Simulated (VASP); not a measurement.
# SbAsAu in VASP: notebook, part 2 of 2

VASP 6.6.1. The steps go on from the part before.

**3. Single point, PBE**

Contents of INCAR:

```
SYSTEM = SbAsAu
ALGO = Normal ; DIPOL = 0.5 0.5 0.294
EDIFF = 1E-6 ; ENCUT = 520
GGA = PE ; IDIPOL = 3
ISIF = 2 ; ISMEAR = 0
LASPH = .TRUE. ; LCHARG = .FALSE.
LDIPOL = .TRUE. ; LREAL = .FALSE.
LWAVE = .FALSE. ; NBANDS = 18
NELM = 80 ; PREC = Accurate
SIGMA = 0.1
```

Contents of KPOINTS:

```
k-points
0
G
  12 12 1
  0 0 0
```

Contents of POSCAR:

```
SbAsAu
1.0
    4.9433802758      0.0000000000      0.0000000000
   -2.4716901379      4.2810928994      0.0000000000
    0.0000000000      0.0000000000     23.8000000000
Sb As Au
1 1 1
Direct
    0.0000000000      0.0000000000      0.2941176471
    0.3333333333      0.6666666667      0.2941176471
    0.6666666667      0.3333333333      0.2941176471
```

Potentials or basis: VASP PAW PBE potentials, release 64 (Sb, As, Au).

The run is started by

```sh
> cat potpaw_PBE.64/Sb/POTCAR potpaw_PBE.64/As/POTCAR potpaw_PBE.64/Au/POTCAR > POTCAR
> mpirun -np 1 vasp_std > vasp.out
```

OUTCAR:

```text
SYSTEM = SbAsAu
   EDIFF = 1E-6
   ENCUT = 520
   GGA = PE
   ISIF = 2
   ISMEAR = 0
   LASPH = .TRUE.
   LREAL = .FALSE.
   NELM = 80
   PREC = Accurate

 ion  position               nearest neighbor table
   1  0.000  0.000  0.294-   2 2.85   3 2.85   2 2.85   3 2.85   3 2.85   2 2.85
   2  0.333  0.667  0.294-   3 2.85   1 2.85   3 2.85   1 2.85   1 2.85   3 2.85
   3  0.667  0.333  0.294-   2 2.85   1 2.85   2 2.85   1 2.85   1 2.85   2 2.85

  LATTYP: Found a hexagonal cell.
 ALAT       =     4.9433802758
 C/A-ratio  =     4.8145193516

  Lattice vectors:

 A1 = (   4.9433802758,   0.0000000000,   0.0000000000)
 A2 = (  -2.4716901379,   4.2810928994,   0.0000000000)
 A3 = (   0.0000000000,   0.0000000000,  23.8000000000)

Analysis of symmetry for initial positions (statically):
=====================================================================
 Subroutine PRICEL returns:
 Original cell was already a primitive cell.

 Routine SETGRP: Setting up the symmetry group for a
 hexagonal supercell.

 Subroutine GETGRP returns: Found 12 space group operations
 (whereof  6 operations were pure point group operations)
 out of a pool of 24 trial point group operations.

The static configuration has the point symmetry C_3v.
 The point group associated with its full space group is D_3h.

Analysis of symmetry for dynamics (positions and initial velocities):
=====================================================================
 Subroutine PRICEL returns:
 Original cell was already a primitive cell.

 Routine SETGRP: Setting up the symmetry group for a
 hexagonal supercell.

 Subroutine GETGRP returns: Found 12 space group operations
 (whereof  6 operations were pure point group operations)
 out of a pool of 24 trial point group operations.

The dynamic configuration has the point symmetry C_3v.
 The point group associated with its full space group is D_3h.

 Subroutine INISYM returns: Found 12 space group operations
 (whereof  6 operations are pure point group operations),
 and found     1 'primitive' translations

----------------------------------------------------------------------------------------

                                     Primitive cell

  volume of cell :     503.6811

  direct lattice vectors                    reciprocal lattice vectors
     4.943380276  0.000000000  0.000000000     0.202290729  0.116792607  0.000000000
    -2.471690138  4.281092899  0.000000000     0.000000000  0.233585214  0.000000000
     0.000000000  0.000000000 23.800000000     0.000000000  0.000000000  0.042016807

  length of vectors
     4.943380276  4.943380276 23.800000000     0.233585214  0.233585214  0.042016807

  position of ions in fractional coordinates (direct lattice)
     0.000000000  0.000000000  0.294117647
     0.333333333  0.666666667  0.294117647
     0.666666667  0.333333333  0.294117647

  ion indices of the primitive-cell ions
   primitive index   ion index
                 1           1
                 2           2
                 3           3

----------------------------------------------------------------------------------------

 KPOINTS: k-points

Automatic generation of k-mesh.
 Grid dimensions read from file:
 generate k-points for:   12   12    1

[... 37 lines left out ...]
  0.333333  0.250000  0.000000     12.000000
  0.333333  0.333333  0.000000      2.000000
   k-points           NKPTS =     19   k-points in BZ     NKDIM =     19   number of bands    NBANDS=     18
   number of dos      NEDOS =    301   number of ions     NIONS =      3
   total plane-waves  NPLWV = 288000
   dimension x,y,z NGX =    40 NGY =   40 NGZ =  180
   dimension x,y,z NGXF=    80 NGYF=   80 NGZF=  360
   ions per type =               1   1   1
   NGX,Y,Z   is equivalent  to a cutoff of  13.45, 13.45, 12.57 a.u.
   NGXF,Y,Z  is equivalent  to a cutoff of  26.90, 26.90, 25.15 a.u.
 SYSTEM =  SbAsAu
   PREC   = accura    normal or accurate (medium, high low for compatibility)
   ISTART =      0    job   : 0-new  1-cont  2-samecut
   ICHARG =      2    charge: 1-file 2-atom 10-const
   ISPIN  =      1    spin polarized calculation?
   LNONCOLLINEAR =      F non collinear calculations
   LSORBIT =      F    spin-orbit coupling
   LASPH  =      T    aspherical Exc in radial PAW
   ENCUT  =  520.0 eV  38.22 Ry    6.18 a.u.   9.19  9.19 44.25*2*pi/ulx,y,z
   NELM   =     80;   NELMIN=  2; NELMDL= -5     # of ELM steps
   EDIFF  = 0.1E-05   stopping-criterion for ELM
   LREAL  =      F    real-space projection
   EDIFFG = 0.1E-04   stopping-criterion for IOM
   NSW    =      0    number of steps for IOM
   IBRION =     -1    ionic relax: 0-MD 1-quasi-New 2-CG
   NFREE  =      0    steps in history (QN), initial steepest desc. (CG)
   ISIF   =      2    stress and relaxation
   ISYM   =      2    0-nonsym 1-usesym 2-fastsym
   POTIM  = 0.5000    time-step for ionic-motion
   TEBEG  =    0.0;   TEEND  =   0.0 temperature during run
   PSTRESS=    0.0 pullay stress
   NELECT =      21.0000    total number of electrons
   NUPDOWN=      -1.0000    fix difference up-down
   EMIN   =  10.00;   EMAX   =-10.00  energy-range for DOS
   EFERMI =   0.00;   METHOD = LEGACY
   ISMEAR =     0;   SIGMA  =   0.10  broadening in eV -4-tet -1-fermi 0-gaus
   EFERMI_NEDOS =   21; number of points for ismear=-14 and -15
   IALGO  =     38    algorithm
   IMIX   =      4    mixing-type and parameters
     AMIX     =   0.40;   BMIX     =  1.00
     AMIX_MAG =   1.60;   BMIX_MAG =  1.00
  volume/ion in A,a.u.               =     167.89      1133.00
  Fermi-wavevector in a.u.,A,eV,Ry     =   0.567670  1.072741  4.384469  0.322249
  Thomas-Fermi vector in A             =   1.606578
   LORBIT       =      0    0 simple, 1 ext, 2 COOP (PROOUT), +10 PAW based schemes
   GGA     = PE    functional components
   LHFCALC =     F    Hartree Fock is set to
   AEXX    =    0.0000 exact exchange contribution
   IVDW    =     0    specifies the selected vdW correction
   LEPSILON=     F    determine dielectric tensor
   LRPA    =     F    only Hartree local field effects (RPA)
 non-spin polarized calculation
 Gauss-broadening in eV      SIGMA  =   0.10
  energy-cutoff  :      520.00
  volume of cell :      503.68
 maximum number of plane-waves:     13602
 NGX is ok and might be reduce to    40
   NGX = 19   NGY = 19   NGZ = 89

 dipolmoment           0.000000      0.000000     -0.000017 electrons x Angstroem

 number of electron      21.0000002 magnetization

 dipolmoment           0.000000      0.000000      0.000003 electrons x Angstroem

 Free energy of the ion-electron system (eV)
  ---------------------------------------------------
  ext. energy  EPLUGINS =         0.00000000
  ---------------------------------------------------
  free energy    TOTEN  =       -10.31200019 eV

  energy without entropy =      -10.29553002  energy(sigma->0) =      -10.30376510

 E-fermi :  -3.2657     XC(G=0):  -1.9978

 val. band max:       -3.2856273464   @ k =   0.1667   0.1667   0.0000
 cond. band min:      -3.2609376698   @ k =   0.4167  -0.0000   0.0000
 fundamental gap:      0.0246896766
 Fermi energy:        -3.2657290357

 k-point     1 :       0.0000    0.0000    0.0000
  band No.  band energies     occupation
      1     -15.7024      2.00000
      2     -10.1517      2.00000
      3      -9.1711      2.00000
      4      -9.1711      2.00000
      5      -7.0783      2.00000
      6      -7.0783      2.00000
[... 376 lines left out ...]
      5      -7.7318      2.00000
      6      -7.3357      2.00000
[... 10 lines left out ...]
     17       2.8414      0.00000
     18       3.7071      0.00000

------------------------ aborting loop because EDIFF is reached ----------------------------------------

 vacuum level on the upper side and lower side of the slab       (xc-potential included)        -0.006        -0.006

  FORCE on cell =-STRESS in cart. coord.  units (eV):
  Direction    XX          YY          ZZ          XY          YZ          ZX
  --------------------------------------------------------------------------------------
  -------------------------------------------------------------------------------------
  Total        0.0646100      0.0646100     -0.0150462      0.0000000      0.0000000      0.0000000
  in kB        0.2055202      0.2055202     -0.0478611      0.0000000      0.0000000      0.0000000
  external PRESSURE =       0.1210598 kB  Pullay stress =       0.0000000 kB

 VOLUME and BASIS-vectors are now :
 -----------------------------------------------------------------------------
  energy-cutoff  :      520.00
  volume of cell :      503.68
      direct lattice vectors                 reciprocal lattice vectors
     4.943380276  0.000000000  0.000000000     0.202290729  0.116792607  0.000000000
    -2.471690138  4.281092899  0.000000000     0.000000000  0.233585214  0.000000000
     0.000000000  0.000000000 23.800000000     0.000000000  0.000000000  0.042016807

 POSITION                                       TOTAL-FORCE (eV/Angst)
 -----------------------------------------------------------------------------------
      0.00000      0.00000      7.00000        -0.000000     -0.000000     -0.000000
     -0.00000      2.85406      7.00000         0.000000      0.000000      0.000000
      2.47169      1.42703      7.00000        -0.000000      0.000000      0.000000
 -----------------------------------------------------------------------------------
    total drift:                                0.000000     -0.000000      0.000034

  FREE ENERGIE OF THE ION-ELECTRON SYSTEM (eV)
  ---------------------------------------------------
  free  energy   TOTEN  =       -10.3120001870 eV

  energy  without entropy=      -10.2955300218  energy(sigma->0) =      -10.30376510

 vacuum level on the upper side and lower side of the slab         1.616         1.616
```

OSZICAR:

```text
N       E                     dE             d eps       ncg     rms          rms(c)
DAV:   1     0.146381946133E+03    0.14638E+03   -0.55025E+03   684   0.748E+02
DAV:   2     0.725685273788E+01   -0.13913E+03   -0.12885E+03  1130   0.128E+02
DAV:   3    -0.104867216888E+02   -0.17744E+02   -0.17496E+02   854   0.571E+01
[... 14 lines left out ...]
DAV:  18    -0.103119934072E+02   -0.13639E-04   -0.42868E-07   586   0.231E-03    0.108E-03
DAV:  19    -0.103119965326E+02   -0.31255E-05   -0.11924E-07   668   0.226E-03    0.786E-04
DAV:  20    -0.103119981928E+02   -0.16601E-05   -0.20966E-08   668   0.106E-03    0.322E-04
DAV:  21    -0.103119996776E+02   -0.14848E-05   -0.24238E-08   612   0.734E-04    0.244E-04
DAV:  22    -0.103120001870E+02   -0.50938E-06   -0.53427E-09   670   0.404E-04
   1 F= -.10312000E+02 E0= -.10303765E+02  d E =-.164702E-01
```

stdout:

```text
POSCAR found type information on POSCAR SbAsAu
 POSCAR found :  3 types and       3 ions
 scaLAPACK will be used
 LDA part: xc-table for (Slater+PW92), standard interpolation
 POSCAR, INCAR and KPOINTS ok, starting setup
 FFT: planning ... GRIDC
 FFT: planning ... GRID_SOFT
 FFT: planning ... GRID
 WAVECAR not read
 entering main loop
```

Wall time 9.8 min (1 thread of Intel Xeon 8259CL, shared host); peak memory 0.73 GiB.

Results:

```yaml
Free_energy: -10.3120 eV
Band_gap_on_the_k_mesh: zero (an odd number of electrons rules out a gap without spin polarisation)
```

Levels at points of the mesh, in eV from the Fermi level:
| k point | band 8 | band 9 | band 10 | band 11 | band 12 | band 13 | band 14 | band 15 |
| --- | --- | --- | --- | --- | --- | --- | --- | --- |
| (0.00, 0.00, 0.00) | -2.75 | -0.80 | -0.80 | -0.21 | -0.21 | 0.39 | 1.75 | 3.87 |
| (0.50, 0.00, 0.00) | -3.40 | -2.71 | -0.70 | -0.32 | 2.24 | 3.83 | 3.88 | 5.01 |

Caveat: spin-orbit coupling is left out, which moves the levels of the heavy elements.

The gap in the log of VASP goes by the Fermi energy; the results here count the filled bands.